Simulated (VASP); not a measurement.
# MnSi (zincblende type) (F-43m) in VASP: a series of runs

Runs on MnSi (zincblende type). Level: LDA. Tasks: single point, relaxation of cell and atoms.

Program: VASP 6.6.1. These are calculated values, not measurements. Logs are shortened: lines on timing, memory, paths and dates and some standing lists are left out, and cuts for length are marked.

## Step 1: The cell of the first run

Symmetry: F-43m, No. 216, cubic system. Conventional cell: a = 4.300 Å, b = 4.300 Å, c = 4.300 Å, α = 90.00°, β = 90.00°, γ = 90.00°. Within 2.5 Å of Mn (site symmetry -43m) lie 4 Si at 1.86 Å. Within 2.5 Å of Si (site symmetry -43m) lie 4 Mn at 1.86 Å.

## Step 2: Single point, LDA, collinear spin, ferromagnetic start

Contents of INCAR:

```
PREC     = Accurate       # precision mode
ENCUT    = 520            # plane-wave cutoff, eV
EDIFF    = 1E-6           # SCF threshold, eV
ISMEAR   = -1             # smearing method
SIGMA    = 0.1            # smearing width, eV
LREAL    = False          # projectors in reciprocal space
LASPH    = True           # aspherical terms in the spheres
NELM     = 150            # most SCF steps
ALGO     = Normal         # electronic algorithm
ISIF     = 2              # what is computed and relaxed
LWAVE    = False          # write WAVECAR
LCHARG   = False          # write CHGCAR
ISPIN    = 2              # spin polarisation
MAGMOM   = 3 0            # initial moments
LORBIT   = 11             # projections on sites
LMAXMIX  = 4              # l up to which the mixer works
GGA      = CA             # functional
NBANDS   = 20             # bands
```

Contents of KPOINTS:

```
Automatic mesh
0
Gamma
  14 14 14
```

Contents of POSCAR:

```
MnSi
1.0
    0.0000000000      2.1502166055      2.1502166055
    2.1502166055      0.0000000000      2.1502166055
    2.1502166055      2.1502166055      0.0000000000
Mn Si
1 1
Direct
    0.0000000000      0.0000000000      0.0000000000
    0.2500000000      0.2500000000      0.2500000000
```

Potentials or basis: VASP PAW LDA potentials, release 64 (Mn_pv, Si).

Command:

```bash
cat potpaw_LDA.64/Mn_pv/POTCAR potpaw_LDA.64/Si/POTCAR > POTCAR
mpirun -np 1 vasp_std > vasp.out
```

OUTCAR:

```text
PREC = Accurate
   ENCUT = 520
   EDIFF = 1E-6
   ISMEAR = -1
   LREAL = False
   LASPH = True
   NELM = 150
   ISIF = 2
   ISPIN = 2
   LORBIT = 11
   GGA = CA

 ion  position               nearest neighbor table
   1  0.000  0.000  0.000-   2 1.86   2 1.86   2 1.86   2 1.86
   2  0.250  0.250  0.250-   1 1.86   1 1.86   1 1.86   1 1.86

  LATTYP: Found a face centered cubic cell.
 ALAT       =     4.3004332110

  Lattice vectors:

 A1 = (   0.0000000000,   2.1502166055,   2.1502166055)
 A2 = (   2.1502166055,   0.0000000000,   2.1502166055)
 A3 = (   2.1502166055,   2.1502166055,   0.0000000000)

Analysis of symmetry for initial positions (statically):
[... 5 lines left out ...]
 face centered cubic supercell.

 Subroutine GETGRP returns: Found 24 space group operations
 (whereof 24 operations were pure point group operations)
 out of a pool of 48 trial point group operations.

The static configuration has the point symmetry T_d .

Analysis of symmetry for dynamics (positions and initial velocities):
[... 5 lines left out ...]
 face centered cubic supercell.

 Subroutine GETGRP returns: Found 24 space group operations
 (whereof 24 operations were pure point group operations)
 out of a pool of 48 trial point group operations.

The dynamic configuration has the point symmetry T_d .

Analysis of structural, dynamic, and magnetic symmetry:
=====================================================================
 Subroutine PRICEL returns:
 Original cell was already a primitive cell.

 Routine SETGRP: Setting up the symmetry group for a
 face centered cubic supercell.

 Subroutine GETGRP returns: Found 24 space group operations
 (whereof 24 operations were pure point group operations)
 out of a pool of 48 trial point group operations.

The overall configuration has the point symmetry T_d .

 Subroutine INISYM returns: Found 24 space group operations
 (whereof 24 operations are pure point group operations),
 and found     1 'primitive' translations

----------------------------------------------------------------------------------------

                                     Primitive cell

  volume of cell :      19.8828

  direct lattice vectors                    reciprocal lattice vectors
     0.000000000  2.150216605  2.150216605    -0.232534712  0.232534712  0.232534712
     2.150216605  0.000000000  2.150216605     0.232534712 -0.232534712  0.232534712
     2.150216605  2.150216605  0.000000000     0.232534712  0.232534712 -0.232534712

  length of vectors
     3.040865486  3.040865486  3.040865486     0.402761936  0.402761936  0.402761936

  position of ions in fractional coordinates (direct lattice)
     0.000000000  0.000000000  0.000000000
     0.250000000  0.250000000  0.250000000

  ion indices of the primitive-cell ions
   primitive index   ion index
                 1           1
                 2           2

----------------------------------------------------------------------------------------

 KPOINTS: Automatic mesh

Automatic generation of k-mesh.
 Grid dimensions read from file:
 generate k-points for:   14   14   14

 Generating k-lattice:

  Cartesian coordinates                     Fractional coordinates (reciprocal lattice)
    -0.016609622  0.016609622  0.016609622     0.071428571  0.000000000  0.000000000
     0.016609622 -0.016609622  0.016609622     0.000000000  0.071428571  0.000000000
     0.016609622  0.016609622 -0.016609622     0.000000000  0.000000000  0.071428571

  Length of vectors
     0.028768710  0.028768710  0.028768710

  Shift w.r.t. Gamma in fractional coordinates (k-lattice)
     0.000000000  0.000000000  0.000000000

 Subroutine IBZKPT returns following result:
 ===========================================

 Found    104 irreducible k-points:

 Following reciprocal coordinates:
            Coordinates               Weight
  0.000000  0.000000  0.000000      1.000000
  0.071429  0.000000  0.000000      8.000000
  0.142857  0.000000  0.000000      8.000000
  0.214286  0.000000  0.000000      8.000000
  0.285714  0.000000  0.000000      8.000000
  0.357143  0.000000  0.000000      8.000000
[... 16 lines left out ...]
  0.214286  0.142857  0.000000     24.000000
  0.285714  0.142857  0.000000     24.000000
 [... further k-points ...]
   k-points           NKPTS =    104   k-points in BZ     NKDIM =    104   number of bands    NBANDS=     20
   number of dos      NEDOS =    301   number of ions     NIONS =      2
   total plane-waves  NPLWV =  13824
   dimension x,y,z NGX =    24 NGY =   24 NGZ =   24
   dimension x,y,z NGXF=    48 NGYF=   48 NGZF=   48
   ions per type =               1   1
   NGX,Y,Z   is equivalent  to a cutoff of  13.12, 13.12, 13.12 a.u.
   NGXF,Y,Z  is equivalent  to a cutoff of  26.24, 26.24, 26.24 a.u.
 SYSTEM =  unknown system
   PREC   = accura    normal or accurate (medium, high low for compatibility)
   ISTART =      0    job   : 0-new  1-cont  2-samecut
   ICHARG =      2    charge: 1-file 2-atom 10-const
   ISPIN  =      2    spin polarized calculation?
   LNONCOLLINEAR =      F non collinear calculations
   LSORBIT =      F    spin-orbit coupling
   LASPH  =      T    aspherical Exc in radial PAW
   ENCUT  =  520.0 eV  38.22 Ry    6.18 a.u.   5.65  5.65  5.65*2*pi/ulx,y,z
   NELM   =    150;   NELMIN=  2; NELMDL= -5     # of ELM steps
   EDIFF  = 0.1E-05   stopping-criterion for ELM
   LREAL  =      F    real-space projection
   EDIFFG = 0.1E-04   stopping-criterion for IOM
   NSW    =      0    number of steps for IOM
   IBRION =     -1    ionic relax: 0-MD 1-quasi-New 2-CG
   NFREE  =      0    steps in history (QN), initial steepest desc. (CG)
   ISIF   =      2    stress and relaxation
   ISYM   =      2    0-nonsym 1-usesym 2-fastsym
   POTIM  = 0.5000    time-step for ionic-motion
   TEBEG  =    0.0;   TEEND  =   0.0 temperature during run
   PSTRESS=    0.0 pullay stress
   NELECT =      17.0000    total number of electrons
   NUPDOWN=      -1.0000    fix difference up-down
   EMIN   =  10.00;   EMAX   =-10.00  energy-range for DOS
   EFERMI =   0.00;   METHOD = LEGACY
   ISMEAR =    -1;   SIGMA  =   0.10  broadening in eV -4-tet -1-fermi 0-gaus
   EFERMI_NEDOS =   21; number of points for ismear=-14 and -15
   IALGO  =     38    algorithm
   IMIX   =      4    mixing-type and parameters
     AMIX     =   0.40;   BMIX     =  1.00
     AMIX_MAG =   1.60;   BMIX_MAG =  1.00
  volume/ion in A,a.u.               =       9.94        67.09
  Fermi-wavevector in a.u.,A,eV,Ry     =   1.553814  2.936282 32.849047  2.414337
  Thomas-Fermi vector in A             =   2.657990
   LORBIT       =     11    0 simple, 1 ext, 2 COOP (PROOUT), +10 PAW based schemes
   GGA     = CA    functional components
   LHFCALC =     F    Hartree Fock is set to
   AEXX    =    0.0000 exact exchange contribution
   IVDW    =     0    specifies the selected vdW correction
   LEPSILON=     F    determine dielectric tensor
   LRPA    =     F    only Hartree local field effects (RPA)
 spin polarized calculation
  energy-cutoff  :      520.00
  volume of cell :       19.88
 maximum number of plane-waves:       548
   NGX = 11   NGY = 11   NGZ = 11

 number of electron      17.0000003 magnetization       0.7001795

 Free energy of the ion-electron system (eV)
  ---------------------------------------------------
  ext. energy  EPLUGINS =         0.00000000
  ---------------------------------------------------
  free energy    TOTEN  =        -9.72061589 eV

  energy without entropy =       -9.65058231  energy(sigma->0) =       -9.68559910

 E-fermi :  12.2008     XC(G=0): -13.4819

 val. band max:       12.1990034304   @ k =  -0.3571   0.2857   0.1429
 cond. band min:      12.2011094083   @ k =  -0.2857   0.5000   0.2143
 fundamental gap:      0.0021059779
 Fermi energy:        12.2008132528

 spin component 1

 k-point     1 :       0.0000    0.0000    0.0000
  band No.  band energies     occupation
      1     -34.6891      1.00000
      2     -34.6891      1.00000
      3     -34.6891      1.00000
      4      -0.0371      1.00000
      5       8.9400      1.00000
      6       8.9400      1.00000
[... 12 lines left out ...]
     19      31.4260      0.00000
     20      33.0554      0.00000

 k-point     2 :       0.0714    0.0000    0.0000
  band No.  band energies     occupation
      1     -34.6958      1.00000
      2     -34.6899      1.00000
      3     -34.6899      1.00000
      4       0.0927      1.00000
      5       8.8722      1.00000
      6       8.9855      1.00000
[... 498 lines left out ...]
 k-point    24 :       0.2857    0.1429    0.0000
  band No.  band energies     occupation
      1     -34.7562      1.00000
      2     -34.7065      1.00000
      3     -34.7055      1.00000
      4       1.7642      1.00000
      5       8.1044      1.00000
      6       9.2998      1.00000
[... 12 lines left out ...]
     19      35.4625      0.00000
     20      37.4252      0.00000

 [... further k-points ...]

 spin component 2

 k-point     1 :       0.0000    0.0000    0.0000
  band No.  band energies     occupation
      1     -34.0552      1.00000
      2     -34.0552      1.00000
      3     -34.0552      1.00000
      4       0.0596      1.00000
      5       9.3214      1.00000
      6       9.3214      1.00000
[... 12 lines left out ...]
     19      31.4626      0.00000
     20      33.1882      0.00000

 k-point     2 :       0.0714    0.0000    0.0000
  band No.  band energies     occupation
      1     -34.0622      1.00000
      2     -34.0561      1.00000
      3     -34.0561      1.00000
      4       0.1898      1.00000
      5       9.2469      1.00000
      6       9.3678      1.00000
[... 498 lines left out ...]
 k-point    24 :       0.2857    0.1429    0.0000
  band No.  band energies     occupation
      1     -34.1249      1.00000
      2     -34.0733      1.00000
      3     -34.0722      1.00000
      4       1.8679      1.00000
      5       8.4207      1.00000
      6       9.6816      1.00000
[... 12 lines left out ...]
     19      35.5954      0.00000
     20      37.5617      0.00000

 [... further k-points ...]

------------------------ aborting loop because EDIFF is reached ----------------------------------------

  FORCE on cell =-STRESS in cart. coord.  units (eV):
  Direction    XX          YY          ZZ          XY          YZ          ZX
  --------------------------------------------------------------------------------------
  -------------------------------------------------------------------------------------
  Total       18.9341825     18.9341825     18.9341825     -0.0000000      0.0000000      0.0000000
  in kB     1525.7399263   1525.7399263   1525.7399263     -0.0000000      0.0000000      0.0000000
  external PRESSURE =    1525.7399263 kB  Pullay stress =       0.0000000 kB

 VOLUME and BASIS-vectors are now :
 -----------------------------------------------------------------------------
  energy-cutoff  :      520.00
  volume of cell :       19.88
      direct lattice vectors                 reciprocal lattice vectors
     0.000000000  2.150216605  2.150216605    -0.232534712  0.232534712  0.232534712
     2.150216605  0.000000000  2.150216605     0.232534712 -0.232534712  0.232534712
     2.150216605  2.150216605  0.000000000     0.232534712  0.232534712 -0.232534712

 POSITION                                       TOTAL-FORCE (eV/Angst)
 -----------------------------------------------------------------------------------
      0.00000      0.00000      0.00000        -0.000000     -0.000000     -0.000000
      1.07511      1.07511      1.07511         0.000000      0.000000      0.000000
 -----------------------------------------------------------------------------------
    total drift:                                0.000004      0.000004      0.000003

  FREE ENERGIE OF THE ION-ELECTRON SYSTEM (eV)
  ---------------------------------------------------
  free  energy   TOTEN  =        -9.7206158901 eV

  energy  without entropy=       -9.6505823118  energy(sigma->0) =       -9.68559910

 total charge

# of ion       s       p       d       tot
------------------------------------------
    1        0.458   6.495   6.219  13.173
    2        0.970   1.239   0.000   2.209
--------------------------------------------------
tot          1.428   7.734   6.219  15.382

 magnetization (x)

# of ion       s       p       d       tot
------------------------------------------
    1        0.011   0.008   0.680   0.699
    2       -0.005   0.004   0.000  -0.001
--------------------------------------------------
tot          0.006   0.012   0.680   0.697
```

It took 30 s on 1 thread of Intel Xeon 6975P-C (Granite Rapids), shared host; peak memory 0.17 GiB.

What came out:

```
Free energy                                           : -9.7206 eV
Pressure                                              : 152.6 GPa
Net moment                                            : 0.70 μB per cell
Site moments                                          : Mn +0.70; Si -0.00 μB
Valence electrons inside the program's atomic spheres : Mn 13.17; Si 2.21
```

## Step 3: Single point, LDA, collinear spin, ferromagnetic start

Contents of INCAR:

```
SYSTEM = MnSi
PREC     = Accurate       ! precision mode
ENCUT    = 520            ! plane-wave cutoff, eV
EDIFF    = 1E-6           ! SCF threshold, eV
ISMEAR   = -1             ! smearing method
SIGMA    = 0.1            ! smearing width, eV
LREAL    = .FALSE.        ! projectors in reciprocal space
LASPH    = .TRUE.         ! aspherical terms in the spheres
NELM     = 150            ! most SCF steps
ALGO     = Normal         ! electronic algorithm
ISIF     = 2              ! what is computed and relaxed
LWAVE    = .FALSE.        ! write WAVECAR
LCHARG   = .FALSE.        ! write CHGCAR
ISPIN    = 2              ! spin polarisation
MAGMOM   = 3 0            ! initial moments
LORBIT   = 11             ! projections on sites
LMAXMIX  = 4              ! l up to which the mixer works
NBANDS   = 20             ! bands
```

Contents of KPOINTS:

```
Automatic mesh
0
G
  14 14 14
  0 0 0
```

POSCAR is that of step 2.

Potentials or basis: VASP PAW LDA potentials, release 64 (Mn_pv, Si).

Command:

```bash
cat potpaw_LDA.64/Mn_pv/POTCAR potpaw_LDA.64/Si/POTCAR > POTCAR
mpirun -np 1 vasp_std > vasp.out
```

Run time: 30 s. Hardware: 1 thread of Intel Xeon 6975P-C (Granite Rapids), shared host; peak memory 0.18 GiB.

It converged, with:

```yaml
Free_energy: -9.7206 eV
Pressure: 152.6 GPa
Net_moment: 0.70 μB per cell
Site_moments: Mn +0.70; Si -0.00 μB
Valence_electrons_inside_the_program's_atomic_spheres: Mn 13.17; Si 2.21
```

Levels at points of the mesh, in eV from the Fermi level:
Spin up:
```csv
k point,band 5,band 6,band 7,band 8,band 9,band 10,band 11,band 12,band 13,band 14
"(0.00, 0.00, 0.00)",-3.26,-3.26,-3.26,-1.07,-1.07,10.16,10.16,10.16,13.61,13.61
"(0.50, 0.00, 0.00)",-5.67,-3.04,-3.04,-0.35,-0.35,0.98,7.76,7.76,10.38,12.79
"(0.50, 0.50, 0.00)",-6.25,-2.86,-0.74,-0.74,0.18,2.21,2.55,2.55,9.61,11.49
```
Spin down:
| k point | band 4 | band 5 | band 6 | band 7 | band 8 | band 9 | band 10 | band 11 | band 12 | band 13 |
| --- | --- | --- | --- | --- | --- | --- | --- | --- | --- | --- |
| (0.00, 0.00, 0.00) | -12.14 | -2.88 | -2.88 | -2.88 | -0.54 | -0.54 | 10.27 | 10.27 | 10.27 | 13.90 |
| (0.50, 0.00, 0.00) | -7.84 | -5.58 | -2.65 | -2.65 | 0.19 | 0.19 | 1.42 | 7.91 | 7.91 | 10.42 |
| (0.50, 0.50, 0.00) | -6.29 | -6.03 | -2.66 | -0.28 | -0.28 | 0.78 | 2.62 | 2.72 | 2.72 | 9.89 |

## Step 4: Relaxation of cell and atoms, LDA, collinear spin, ferromagnetic start, target pressure 150 GPa, at which the enthalpy is minimised

This run uses another cell than the first one, of 8.96 Å³/atom, 0.901 times its volume.

Contents of INCAR:

```
SYSTEM = MnSi
  PREC = Accurate
  ENCUT = 600
  EDIFF = 1E-6
  ISMEAR = -1
  SIGMA = 0.1
  LREAL = .FALSE.
  LASPH = .TRUE.
  NELM = 150
  ALGO = Normal
  ISIF = 3
  LWAVE = .FALSE.
  LCHARG = .FALSE.
  ISPIN = 2
  MAGMOM = 3 0
  LORBIT = 11
  LMAXMIX = 4
  GGA = CA
  IBRION = 2
  NSW = 60
  EDIFFG = -0.005
  PSTRESS = 1500.0
```

Contents of KPOINTS:

```
regular mesh
0
G
  14 14 14
  0 0 0
```

Contents of POSCAR:

```
MnSi
1.0
    0.0000000000      2.0769596935      2.0769596935
    2.0769596935      0.0000000000      2.0769596935
    2.0769596935      2.0769596935      0.0000000000
Mn Si
1 1
Direct
    0.0000000000      0.0000000000      0.0000000000
    0.2500000000      0.2500000000      0.2500000000
```

Command:

```bash
cat potpaw_LDA.64/Mn_pv/POTCAR potpaw_LDA.64/Si/POTCAR > POTCAR
mpirun -np 1 vasp_std > vasp.out
```

Run time: 1.7 min. Hardware: 1 thread of Intel Xeon 6975P-C (Granite Rapids), shared host; peak memory 0.18 GiB.

Results (log left out):

- Free energy: -9.7513 eV
- Relaxed volume: 9.96 Å³/atom
- Relaxed cell: a = 3.043 Å, b = 3.043 Å, c = 3.043 Å, α = 60.00°, β = 60.00°, γ = 60.00°
- Space group after relaxing (to 0.05 Å): F-43m (No. 216)
- Energy change on relaxing (the enthalpy is what falls): -1136.4 meV/atom
- Ionic steps: 14
- Pressure after relaxing: 150.0 GPa
- Net moment: 0.00 μB per cell
- Valence electrons inside the program's atomic spheres: Mn 13.17; Si 2.20

The path:
| step | energy change (eV) | largest force (eV/Å) | pressure (GPa) | volume (Å³) |
| --- | --- | --- | --- | --- |
| 1 | 0.0000 | 0.0000 | 217.31 | 17.92 |
| 2 | -6.3080 | 0.0000 | 16.62 | 29.56 |
| 3 | -2.6539 | 0.0000 | 139.37 | 20.34 |
| 4 | -2.3101 | 0.0000 | 149.18 | 19.96 |
| 5 | -2.2705 | 0.0000 | 150.39 | 19.92 |
| 6 | -2.2709 | 0.0000 | 150.22 | 19.92 |
| 7 | -2.2714 | 0.0000 | 150.16 | 19.92 |
| 8 | -2.2714 | 0.0000 | 150.37 | 19.92 |
| 9 | -2.2714 | 0.0000 | 150.36 | 19.92 |
| 10 | -2.2714 | 0.0000 | 150.36 | 19.92 |
| 11 | -2.2715 | 0.0000 | 150.33 | 19.92 |
| 12 | -2.2717 | 0.0000 | 150.29 | 19.92 |
| 13 | -2.2721 | 0.0000 | 150.19 | 19.92 |
| 14 | -2.2728 | 0.0000 | 150.00 | 19.92 |

Final structure:
```
Mn Si
1.0
     0.00000    2.15166    2.15166
     2.15166    0.00000    2.15166
     2.15166    2.15166    0.00000
Mn Si
1 1
Cartesian
  4.3033 2.1517 2.1517
  1.0758 1.0758 1.0758
```

Levels at points of the mesh, in eV from the Fermi level:
Spin up:
```csv
k point,band 6,band 7,band 8,band 9,band 10,band 11,band 12,band 13
"(0.00, 0.00, 0.00)",-3.08,-3.08,-0.81,-0.81,10.20,10.20,10.20,13.71
"(0.50, 0.00, 0.00)",-2.85,-2.85,-0.09,-0.09,1.18,7.81,7.81,10.38
"(0.50, 0.50, 0.00)",-2.76,-0.52,-0.52,0.47,2.39,2.62,2.62,9.73
```
Spin down:
```tsv
k point	band 6	band 7	band 8	band 9	band 10	band 11	band 12	band 13
(0.00, 0.00, 0.00)	-3.08	-3.08	-0.81	-0.81	10.20	10.20	10.20	13.71
(0.50, 0.00, 0.00)	-2.85	-2.85	-0.09	-0.09	1.18	7.81	7.81	10.38
(0.50, 0.50, 0.00)	-2.77	-0.52	-0.52	0.47	2.39	2.62	2.62	9.73
```

Caveat: the starting moments collapsed, and a magnetic state may lie lower; the cell is relaxed towards a set pressure, so the enthalpy falls and the energy may rise.
